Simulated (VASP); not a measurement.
Input of a VASP 6.6.1 run:

The input INCAR:

```
SYSTEM = I
PREC = Accurate
ENCUT = 520
EDIFF = 1E-6
ISMEAR = -1
SIGMA = 0.05
LREAL = .False.
LASPH = .True.
NELM = 80
ALGO = Normal
ISIF = 2
LWAVE = .False.
LCHARG = .False.
GGA = PS
NBANDS = 10
```

Contents of KPOINTS:

```
Automatic mesh
0
Gamma
  7 7 11
  0 0 0
```

Contents of POSCAR:

```
I
1.0
    2.3439904317     -3.8028041286     -0.4186784268
    2.3439904317      3.8028041286     -0.4186784268
   -1.8895092687      0.0000000000      2.4755917121
I
1
Direct
    0.5000000000      0.5000000000      0.5000000000
```

Potentials or basis: VASP PAW PBE potentials, release 64 (I).

Command:

```bash
$ cat potpaw_PBE.64/I/POTCAR > POTCAR
$ mpirun -np 1 vasp_std > vasp.out
```

(1) Predict the pressure.

(2) Estimate the band gap on the k mesh.

## Answers

(1) 0.0 GPa.

(2) zero (an odd number of electrons rules out a gap without spin polarisation).

Caveat: the PAW data sets were made with another functional, which shifts forces and pressure a little; spin-orbit coupling is left out, which moves the levels of the heavy elements; an odd number of electrons without spin polarisation forces a metal; a magnetic or distorted state may lie lower.
